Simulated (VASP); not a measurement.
A run of VASP 6.6.1:

File POSCAR:

```
YS
1.0
    0.0000000000      2.7640600749      2.7640600749
    2.7640600749      0.0000000000      2.7640600749
    2.7640600749      2.7640600749      0.0000000000
Y S
1 1
Direct
    0.0000000000      0.0000000000      0.0000000000
    0.5000000000      0.5000000000      0.5000000000
```

File INCAR.step1:

```
SYSTEM = YS
PREC = Accurate
ENCUT = 550
ISMEAR = -1
SIGMA = 0.1
LREAL = .FALSE.
LASPH = .TRUE.
NELM = 120
NBANDS = 16
GGA = PE
ALGO = Normal
EDIFF = 1E-5
LWAVE = .TRUE.
LCHARG = .FALSE.
GGA_COMPAT = .FALSE.
```

INCAR.step2

```
SYSTEM = YS
PREC = Accurate
ENCUT = 550
EDIFF = 1E-6
ISMEAR = -1
SIGMA = 0.1
LREAL = .FALSE.
LASPH = .TRUE.
NELM = 120
ALGO = Normal
ISIF = 2
LWAVE = .FALSE.
LCHARG = .TRUE.
METAGGA = R2SCAN
LMIXTAU = .TRUE.
LELF = .TRUE.
LVHAR = .TRUE.
NBANDS = 16
ISTART = 1
GGA_COMPAT = .FALSE.
```

The input KPOINTS:

```
Automatic mesh
0
G
  7 7 7
  0 0 0
```

Potentials or basis: VASP PAW PBE potentials, release 64 (Y_sv, S).

Run with:

```bash
$ cat potpaw_PBE.64/Y_sv/POTCAR potpaw_PBE.64/S/POTCAR > POTCAR
$ cp INCAR.step1 INCAR
$ mpirun -np 1 vasp_std > vasp.out
$ cp INCAR.step2 INCAR
$ mpirun -np 1 vasp_std > vasp.out
```

Hardware: 1 thread of Intel(R) Xeon(R) 6975P-C (Granite Rapids), on a shared host.

Estimate the wall time of this run.

Run time: 44 s on 1 thread of Intel(R) Xeon(R) 6975P-C (Granite Rapids) (shared host), peak memory 0.19 GiB. Counts: k points 20.
